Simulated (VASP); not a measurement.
# Fe3Co (P4/mmm) in VASP: a series of runs

Runs on Fe3Co. Level: LDA. Tasks: single point.

All numbers are computed with VASP 6.6.1; they aren't measurements. Logs are shortened: lines on timing, memory, paths and dates and some standing lists are left out, and cuts for length are marked.

## 1. The cell of the first run

The structure is tetragonal, space group P4/mmm (No. 123). The conventional cell has a = 3.717 Å, b = 3.717 Å, c = 2.894 Å, α = 90.00°, β = 90.00°, γ = 90.00°. Within 3.1 Å of Fe (site symmetry 4/mmm) lie 10 Fe at 2.36 to 2.89 Å and 4 Co at 2.63 Å. Fe (site symmetry mmm) has 10 Fe at 2.36 to 2.89 Å and 4 Co at 2.36 Å within 3.1 Å. Within 3.1 Å of Co (site symmetry 4/mmm) lie 12 Fe at 2.36 to 2.63 Å and 2 Co at 2.89 Å.

## 2. Single point, LDA, collinear spin, ferromagnetic start

Contents of INCAR:

```
SYSTEM = Fe3Co
ALGO = Fast ; EDIFF = 1E-6
ENCUT = 520 ; GGA = CA
ISIF = 2 ; ISMEAR = 0
ISPIN = 2 ; LASPH = .TRUE.
LCHARG = .FALSE. ; LMAXMIX = 4
LORBIT = 11 ; LREAL = .FALSE.
LWAVE = .FALSE. ; MAGMOM = 2.34 2.66 2.66 1.9
NBANDS = 28 ; NELM = 150
PREC = Accurate ; SIGMA = 0.15
```

Contents of KPOINTS:

```
k-points
0
G
  10 10 14
  0 0 0
```

Contents of POSCAR:

```
Fe3Co
1.0
    3.7172000000      0.0000000000      0.0000000000
    0.0000000000      3.7172000000      0.0000000000
    0.0000000000      0.0000000000      2.8938000000
Fe Co
3 1
Direct
    0.5000000000      0.5000000000      0.0000000000
    0.5000000000      0.0000000000      0.5000000000
    0.0000000000      0.5000000000      0.5000000000
    0.0000000000      0.0000000000      0.0000000000
```

Potentials or basis: VASP PAW LDA potentials, release 64 (Fe, Co).

Started as:

```console
$ cat potpaw_LDA.64/Fe/POTCAR potpaw_LDA.64/Co/POTCAR > POTCAR
$ mpirun -np 1 vasp_std > vasp.out
```

OUTCAR:

```text
SYSTEM = Fe3Co
   EDIFF = 1E-6
   ENCUT = 520
   GGA = CA
   ISIF = 2
   ISMEAR = 0
   ISPIN = 2
   LASPH = .TRUE.
   LORBIT = 11
   LREAL = .FALSE.
   NELM = 150
   PREC = Accurate

 ion  position               nearest neighbor table
   1  0.500  0.500  0.000-   2 2.36   3 2.36   2 2.36   3 2.36   2 2.36   2 2.36   3 2.36   3 2.36
                             4 2.63   4 2.63   4 2.63   4 2.63
   2  0.500  0.000  0.500-   1 2.36   4 2.36   1 2.36   4 2.36   1 2.36   1 2.36   4 2.36   4 2.36
                             3 2.63   3 2.63   3 2.63   3 2.63
   3  0.000  0.500  0.500-   1 2.36   4 2.36   1 2.36   4 2.36   4 2.36   4 2.36   1 2.36   1 2.36
                             2 2.63   2 2.63   2 2.63   2 2.63
   4  0.000  0.000  0.000-   2 2.36   3 2.36   2 2.36   3 2.36   3 2.36   3 2.36   2 2.36   2 2.36
                             1 2.63   1 2.63   1 2.63   1 2.63

  LATTYP: Found a simple tetragonal cell.
 ALAT       =     3.7172000000
 C/A-ratio  =     0.7784891854

  Lattice vectors:

 A1 = (   3.7172000000,   0.0000000000,   0.0000000000)
 A2 = (   0.0000000000,   3.7172000000,   0.0000000000)
 A3 = (   0.0000000000,   0.0000000000,   2.8938000000)

Analysis of symmetry for initial positions (statically):
=====================================================================
 Subroutine PRICEL returns:
 Original cell was already a primitive cell.

 Routine SETGRP: Setting up the symmetry group for a
 simple tetragonal supercell.

 Subroutine GETGRP returns: Found 16 space group operations
 (whereof 16 operations were pure point group operations)
 out of a pool of 16 trial point group operations.

The static configuration has the point symmetry D_4h.

Analysis of symmetry for dynamics (positions and initial velocities):
=====================================================================
 Subroutine PRICEL returns:
 Original cell was already a primitive cell.

 Routine SETGRP: Setting up the symmetry group for a
 simple tetragonal supercell.

 Subroutine GETGRP returns: Found 16 space group operations
 (whereof 16 operations were pure point group operations)
 out of a pool of 16 trial point group operations.

The dynamic configuration has the point symmetry D_4h.

Analysis of structural, dynamic, and magnetic symmetry:
=====================================================================
 Subroutine PRICEL returns:
 Original cell was already a primitive cell.

 Routine SETGRP: Setting up the symmetry group for a
 simple tetragonal supercell.

 Subroutine GETGRP returns: Found 16 space group operations
 (whereof 16 operations were pure point group operations)
 out of a pool of 16 trial point group operations.

The overall configuration has the point symmetry D_4h.

 Subroutine INISYM returns: Found 16 space group operations
 (whereof 16 operations are pure point group operations),
 and found     1 'primitive' translations

----------------------------------------------------------------------------------------

                                     Primitive cell

  volume of cell :      39.9853

  direct lattice vectors                    reciprocal lattice vectors
     3.717200000  0.000000000  0.000000000     0.269019692  0.000000000  0.000000000
     0.000000000  3.717200000  0.000000000     0.000000000  0.269019692  0.000000000
     0.000000000  0.000000000  2.893800000     0.000000000  0.000000000  0.345566383

  length of vectors
     3.717200000  3.717200000  2.893800000     0.269019692  0.269019692  0.345566383

  position of ions in fractional coordinates (direct lattice)
     0.500000000  0.500000000  0.000000000
     0.500000000  0.000000000  0.500000000
     0.000000000  0.500000000  0.500000000
     0.000000000  0.000000000  0.000000000

  ion indices of the primitive-cell ions
   primitive index   ion index
                 1           1
                 2           2
                 3           3
                 4           4

----------------------------------------------------------------------------------------

 KPOINTS: k-points

Automatic generation of k-mesh.
 Grid dimensions read from file:
 generate k-points for:   10   10   14

 Generating k-lattice:

  Cartesian coordinates                     Fractional coordinates (reciprocal lattice)
     0.026901969  0.000000000  0.000000000     0.100000000  0.000000000  0.000000000
     0.000000000  0.026901969  0.000000000     0.000000000  0.100000000  0.000000000
     0.000000000  0.000000000  0.024683313     0.000000000  0.000000000  0.071428571

  Length of vectors
     0.026901969  0.026901969  0.024683313

  Shift w.r.t. Gamma in fractional coordinates (k-lattice)
     0.000000000  0.000000000  0.000000000

 Subroutine IBZKPT returns following result:
 ===========================================

 Found    168 irreducible k-points:

 Following reciprocal coordinates:
            Coordinates               Weight
  0.000000  0.000000  0.000000      1.000000
  0.100000  0.000000  0.000000      4.000000
  0.200000  0.000000  0.000000      4.000000
  0.300000  0.000000  0.000000      4.000000
  0.400000  0.000000  0.000000      4.000000
  0.500000  0.000000  0.000000      2.000000
[... 16 lines left out ...]
  0.100000  0.000000  0.071429      8.000000
  0.200000  0.000000  0.071429      8.000000
 [... further k-points ...]
   k-points           NKPTS =    168   k-points in BZ     NKDIM =    168   number of bands    NBANDS=     28
   number of dos      NEDOS =    301   number of ions     NIONS =      4
   total plane-waves  NPLWV =  18816
   dimension x,y,z NGX =    28 NGY =   28 NGZ =   24
   dimension x,y,z NGXF=    56 NGYF=   56 NGZF=   48
   ions per type =               3   1
   NGX,Y,Z   is equivalent  to a cutoff of  12.52, 12.52, 13.79 a.u.
   NGXF,Y,Z  is equivalent  to a cutoff of  25.05, 25.05, 27.58 a.u.
 SYSTEM =  Fe3Co
   PREC   = accura    normal or accurate (medium, high low for compatibility)
   ISTART =      0    job   : 0-new  1-cont  2-samecut
   ICHARG =      2    charge: 1-file 2-atom 10-const
   ISPIN  =      2    spin polarized calculation?
   LNONCOLLINEAR =      F non collinear calculations
   LSORBIT =      F    spin-orbit coupling
   LASPH  =      T    aspherical Exc in radial PAW
   ENCUT  =  520.0 eV  38.22 Ry    6.18 a.u.   6.91  6.91  5.38*2*pi/ulx,y,z
   NELM   =    150;   NELMIN=  2; NELMDL= -5     # of ELM steps
   EDIFF  = 0.1E-05   stopping-criterion for ELM
   LREAL  =      F    real-space projection
   EDIFFG = 0.1E-04   stopping-criterion for IOM
   NSW    =      0    number of steps for IOM
   IBRION =     -1    ionic relax: 0-MD 1-quasi-New 2-CG
   NFREE  =      0    steps in history (QN), initial steepest desc. (CG)
   ISIF   =      2    stress and relaxation
   ISYM   =      2    0-nonsym 1-usesym 2-fastsym
   POTIM  = 0.5000    time-step for ionic-motion
   TEBEG  =    0.0;   TEEND  =   0.0 temperature during run
   PSTRESS=    0.0 pullay stress
   NELECT =      33.0000    total number of electrons
   NUPDOWN=      -1.0000    fix difference up-down
   EMIN   =  10.00;   EMAX   =-10.00  energy-range for DOS
   EFERMI =   0.00;   METHOD = LEGACY
   ISMEAR =     0;   SIGMA  =   0.15  broadening in eV -4-tet -1-fermi 0-gaus
   EFERMI_NEDOS =   21; number of points for ismear=-14 and -15
   IALGO  =     68    algorithm
   IMIX   =      4    mixing-type and parameters
     AMIX     =   0.40;   BMIX     =  1.00
     AMIX_MAG =   1.60;   BMIX_MAG =  1.00
  volume/ion in A,a.u.               =      10.00        67.46
  Fermi-wavevector in a.u.,A,eV,Ry     =   1.535604  2.901872 32.083639  2.358081
  Thomas-Fermi vector in A             =   2.642370
   LORBIT       =     11    0 simple, 1 ext, 2 COOP (PROOUT), +10 PAW based schemes
   GGA     = CA    functional components
   LHFCALC =     F    Hartree Fock is set to
   AEXX    =    0.0000 exact exchange contribution
   IVDW    =     0    specifies the selected vdW correction
   LEPSILON=     F    determine dielectric tensor
   LRPA    =     F    only Hartree local field effects (RPA)
 spin polarized calculation
 RMM-DIIS sequential band-by-band and
 Gauss-broadening in eV      SIGMA  =   0.15
  energy-cutoff  :      520.00
  volume of cell :       39.99
 maximum number of plane-waves:      1100
 NGX is ok and might be reduce to    28
   NGX = 13   NGY = 13   NGZ = 11

 number of electron      33.0000010 magnetization       7.5526447

 Free energy of the ion-electron system (eV)
  ---------------------------------------------------
  ext. energy  EPLUGINS =         0.00000000
  ---------------------------------------------------
  free energy    TOTEN  =       -35.55480961 eV

  energy without entropy =      -35.49282369  energy(sigma->0) =      -35.52381665

 E-fermi :   8.2733     XC(G=0): -14.1677

 val. band max:        8.2718762138   @ k =   0.5000   0.3000   0.2143
 cond. band min:       8.2745602952   @ k =   0.5000   0.2000   0.0714
 fundamental gap:      0.0026840814
 Fermi energy:         8.2732718431

 spin component 1

 k-point     1 :       0.0000    0.0000    0.0000
  band No.  band energies     occupation
      1      -1.2022      1.00000
      2       2.3884      1.00000
      3       2.4664      1.00000
      4       2.5079      1.00000
      5       2.7388      1.00000
      6       3.7554      1.00000
[... 20 lines left out ...]
     27      20.1697      0.00000
     28      20.1697      0.00000

 k-point     2 :       0.1000    0.0000    0.0000
  band No.  band energies     occupation
      1      -1.0802      1.00000
      2       2.4281      1.00000
      3       2.5279      1.00000
      4       2.5579      1.00000
      5       2.7958      1.00000
      6       3.7913      1.00000
[... 20 lines left out ...]
     27      19.7262      0.00000
     28      19.9131      0.00000

 k-point     3 :       0.2000    0.0000    0.0000
  band No.  band energies     occupation
      1      -0.7210      1.00000
      2       2.4723      1.00000
      3       2.6988      1.00000
      4       2.7382      1.00000
      5       2.9668      1.00000
      6       3.8962      1.00000
[... 616 lines left out ...]
      3       2.5733      1.00000
      4       2.6277      1.00000
      5       2.8400      1.00000
      6       3.7979      1.00000
[... 20 lines left out ...]
     27      19.9087      0.00000
     28      20.1046      0.00000

 k-point    24 :       0.2000    0.0000    0.0714
  band No.  band energies     occupation
      1      -0.6225      1.00000
      2       2.5475      1.00000
      3       2.7459      1.00000
      4       2.8033      1.00000
      5       3.0070      1.00000
      6       3.9003      1.00000
[... 20 lines left out ...]
     27      19.5127      0.00000
     28      19.5797      0.00000

 [... further k-points ...]

 spin component 2

 k-point     1 :       0.0000    0.0000    0.0000
  band No.  band energies     occupation
      1      -0.8398      1.00000
      2       3.5502      1.00000
      3       3.5878      1.00000
      4       3.8398      1.00000
      5       4.1094      1.00000
      6       5.0763      1.00000
[... 20 lines left out ...]
     27      20.6141      0.00000
     28      20.6141      0.00000

 k-point     2 :       0.1000    0.0000    0.0000
  band No.  band energies     occupation
      1      -0.7171      1.00000
      2       3.5567      1.00000
      3       3.6543      1.00000
      4       3.9056      1.00000
      5       4.1651      1.00000
      6       5.1152      1.00000
[... 20 lines left out ...]
     27      20.2445      0.00000
     28      20.4158      0.00000

 k-point     3 :       0.2000    0.0000    0.0000
  band No.  band energies     occupation
      1      -0.3554      1.00000
      2       3.4898      1.00000
      3       3.8789      1.00000
      4       4.0919      1.00000
      5       4.3323      1.00000
      6       5.2289      1.00000
[... 616 lines left out ...]
      3       3.7255      1.00000
      4       3.9458      1.00000
      5       4.2134      1.00000
      6       5.1179      1.00000
[... 20 lines left out ...]
     27      20.4438      0.00000
     28      20.6159      0.00000

 k-point    24 :       0.2000    0.0000    0.0714
  band No.  band energies     occupation
      1      -0.2560      1.00000
      2       3.5705      1.00000
      3       3.9461      1.00000
      4       4.1346      1.00000
      5       4.3760      1.00000
      6       5.2291      1.00000
[... 20 lines left out ...]
     27      20.1466      0.00000
     28      20.5640      0.00000

 [... further k-points ...]
[... 5 lines left out ...]
  --------------------------------------------------------------------------------------
  -------------------------------------------------------------------------------------
  Total        3.4204185      3.4204185      1.2487198      0.0000000     -0.0000000      0.0000000
  in kB      137.0532886    137.0532886     50.0351508      0.0000000     -0.0000000      0.0000000
  external PRESSURE =     108.0472427 kB  Pullay stress =       0.0000000 kB

 VOLUME and BASIS-vectors are now :
 -----------------------------------------------------------------------------
  energy-cutoff  :      520.00
  volume of cell :       39.99
      direct lattice vectors                 reciprocal lattice vectors
     3.717200000  0.000000000  0.000000000     0.269019692  0.000000000  0.000000000
     0.000000000  3.717200000  0.000000000     0.000000000  0.269019692  0.000000000
     0.000000000  0.000000000  2.893800000     0.000000000  0.000000000  0.345566383

 POSITION                                       TOTAL-FORCE (eV/Angst)
 -----------------------------------------------------------------------------------
      1.85860      1.85860      0.00000         0.000000      0.000000      0.000000
      1.85860      0.00000      1.44690         0.000000      0.000000      0.000000
      0.00000      1.85860      1.44690         0.000000      0.000000      0.000000
      0.00000      0.00000      0.00000         0.000000      0.000000      0.000000
 -----------------------------------------------------------------------------------
    total drift:                                0.000000      0.000000      0.000000

  FREE ENERGIE OF THE ION-ELECTRON SYSTEM (eV)
  ---------------------------------------------------
  free  energy   TOTEN  =       -35.5548096077 eV

  energy  without entropy=      -35.4928236905  energy(sigma->0) =      -35.52381665

 total charge

# of ion       s       p       d       tot
------------------------------------------
    1        0.544   0.637   6.394   7.575
    2        0.540   0.646   6.350   7.535
    3        0.540   0.646   6.350   7.535
    4        0.546   0.638   7.350   8.534
--------------------------------------------------
tot          2.169   2.566  26.444  31.180

 magnetization (x)

# of ion       s       p       d       tot
------------------------------------------
    1       -0.007  -0.028   1.851   1.816
    2       -0.007  -0.028   2.117   2.083
    3       -0.007  -0.028   2.117   2.083
    4       -0.013  -0.032   1.493   1.448
--------------------------------------------------
tot         -0.034  -0.117   7.579   7.429
```

Run time: 5.9 min. Hardware: 1 thread of Intel Xeon Platinum 8259CL at 2.50GHz (Skylake/Cascade Lake), shared host; peak memory 0.35 GiB.

Results:

| Property | Result |
| --- | --- |
| Free energy | -35.5548 eV |
| Pressure | 10.8 GPa |
| Net moment | 7.55 μB per cell |
| Site moments | Fe +1.82, +2.08 (each value once); Co +1.45 μB |
| Valence electrons inside the program's atomic spheres | Fe 7.58, 7.54 (each value once); Co 8.53 |

Levels at points of the mesh, in eV from the Fermi level:
Spin up:
| k point | band 16 | band 17 | band 18 | band 19 | band 20 | band 21 | band 22 | band 23 | band 24 | band 25 |
| --- | --- | --- | --- | --- | --- | --- | --- | --- | --- | --- |
| (0.00, 0.00, 0.00) | -0.53 | 0.05 | 0.09 | 0.09 | 0.67 | 0.67 | 0.85 | 0.85 | 7.99 | 8.91 |
| (0.50, 0.00, 0.00) | -1.28 | -1.20 | -1.19 | -0.94 | -0.84 | 0.14 | 0.62 | 6.37 | 6.43 | 9.35 |
| (0.50, 0.50, 0.00) | -1.85 | -1.35 | -1.35 | -1.33 | -1.29 | 0.60 | 0.73 | 0.87 | 0.87 | 16.26 |
| (0.00, 0.00, 0.50) | -1.20 | -1.15 | -0.97 | -0.67 | -0.51 | -0.38 | -0.34 | 9.08 | 9.08 | 9.12 |
| (0.50, 0.00, 0.50) | -1.15 | -1.09 | -0.98 | -0.97 | -0.93 | 2.19 | 2.24 | 2.53 | 2.58 | 11.91 |
| (0.50, 0.50, 0.50) | -0.64 | -0.16 | -0.03 | -0.03 | 0.08 | 0.20 | 0.38 | 0.38 | 0.63 | 7.64 |
Spin down:
```tsv
k point	band 9	band 10	band 11	band 12	band 13	band 14	band 15	band 16
(0.00, 0.00, 0.00)	-1.38	-0.70	0.29	0.86	1.23	1.23	1.32	1.36
(0.50, 0.00, 0.00)	-1.49	-1.46	-1.06	-1.06	0.10	0.12	0.45	0.50
(0.50, 0.50, 0.00)	-1.44	-1.44	-1.11	-1.00	-0.98	-0.33	-0.32	-0.32
(0.00, 0.00, 0.50)	-2.19	-1.88	-0.62	-0.62	-0.24	-0.24	0.31	0.39
(0.50, 0.00, 0.50)	-2.27	-1.95	-1.92	-1.87	0.09	0.36	0.56	0.91
(0.50, 0.50, 0.50)	-0.17	0.19	0.23	0.32	0.32	0.44	0.44	0.48
```

Caveat: the stress differs along the axes, from 5 to 14 GPa.

## 3. Single point, LDA, collinear spin, ferromagnetic start

This run uses another cell than the first one, of 11.63 Å³/atom.

Contents of INCAR:

```
SYSTEM = Fe3Co
PREC = Accurate
ENCUT = 520
EDIFF = 1E-6
ISMEAR = 0
SIGMA = 0.15
LREAL = .FALSE.
LASPH = .TRUE.
NELM = 150
ALGO = Fast
ISIF = 2
LWAVE = .FALSE.
LCHARG = .FALSE.
ISPIN = 2
MAGMOM = 2.34 2.66 2.66 1.9
LORBIT = 11
LMAXMIX = 4
NBANDS = 28
```

Contents of KPOINTS:

```
Automatic mesh
0
G
  10 10 14
  0 0 0
```

Contents of POSCAR:

```
Fe3Co
1.0
    4.1085000000      0.0000000000      0.0000000000
    0.0000000000      4.1085000000      0.0000000000
    0.0000000000      0.0000000000      2.7560274745
Fe Co
3 1
Direct
    0.5000000000      0.5000000000      0.0000000000
    0.5000000000      0.0000000000      0.5000000000
    0.0000000000      0.5000000000      0.5000000000
    0.0000000000      0.0000000000      0.0000000000
```

Potentials or basis: VASP PAW LDA potentials, release 64 (Fe, Co).

Started as:

```console
$ cat potpaw_LDA.64/Fe/POTCAR potpaw_LDA.64/Co/POTCAR > POTCAR
$ mpirun -np 1 vasp_std > vasp.out
```

Run time: 8.7 min. Hardware: 1 thread of Intel Xeon 8259CL, shared host; peak memory 0.4 GiB.

It converged, with:

```
Free energy                                           : -35.4024 eV
Pressure                                              : -18.9 GPa
Net moment                                            : 9.08 μB per cell
Site moments                                          : Fe +2.27, +2.52 (each value once); Co +1.70 μB
Valence electrons inside the program's atomic spheres : Fe 7.24, 7.19 (each value once); Co 8.22
```

Stress tensor (GPa, compression positive):
```
-21.01   0.00   0.00
  0.00 -21.01   0.00
  0.00   0.00 -14.70
```

Levels at points of the mesh, in eV from the Fermi level:
Spin up:
```tsv
k point	band 18	band 19	band 20	band 21	band 22	band 23	band 24	band 25
(0.00, 0.00, 0.00)	-0.37	-0.16	-0.07	-0.07	0.12	0.12	6.31	6.42
(0.50, 0.00, 0.00)	-1.34	-1.13	-1.01	-0.33	0.09	4.29	4.31	6.69
(0.50, 0.50, 0.00)	-1.33	-1.22	-1.22	-0.39	-0.20	-0.20	-0.19	15.47
(0.00, 0.00, 0.50)	-1.11	-1.06	-0.91	0.34	0.38	7.88	7.91	8.23
(0.50, 0.00, 0.50)	-0.76	-0.59	-0.42	1.82	1.99	2.12	2.19	10.34
(0.50, 0.50, 0.50)	0.06	0.06	0.25	0.28	0.37	0.37	0.47	6.65
```
Spin down:
| k point | band 10 | band 11 | band 12 | band 13 | band 14 | band 15 |
| --- | --- | --- | --- | --- | --- | --- |
| (0.00, 0.00, 0.00) | -0.48 | 0.29 | 0.29 | 0.46 | 0.72 | 0.83 |
| (0.50, 0.00, 0.00) | -0.82 | -0.51 | 0.14 | 0.17 | 0.34 | 0.53 |
| (0.50, 0.50, 0.00) | -0.46 | -0.46 | -0.14 | -0.14 | -0.07 | 0.17 |
| (0.00, 0.00, 0.50) | -0.86 | -0.48 | -0.48 | -0.19 | -0.19 | 0.37 |
| (0.50, 0.00, 0.50) | -1.27 | -1.26 | -1.17 | 0.45 | 0.79 | 0.93 |
| (0.50, 0.50, 0.50) | 0.59 | 0.74 | 0.74 | 0.74 | 0.89 | 1.14 |

Caveat: the stress differs along the axes, from -21 to -15 GPa.
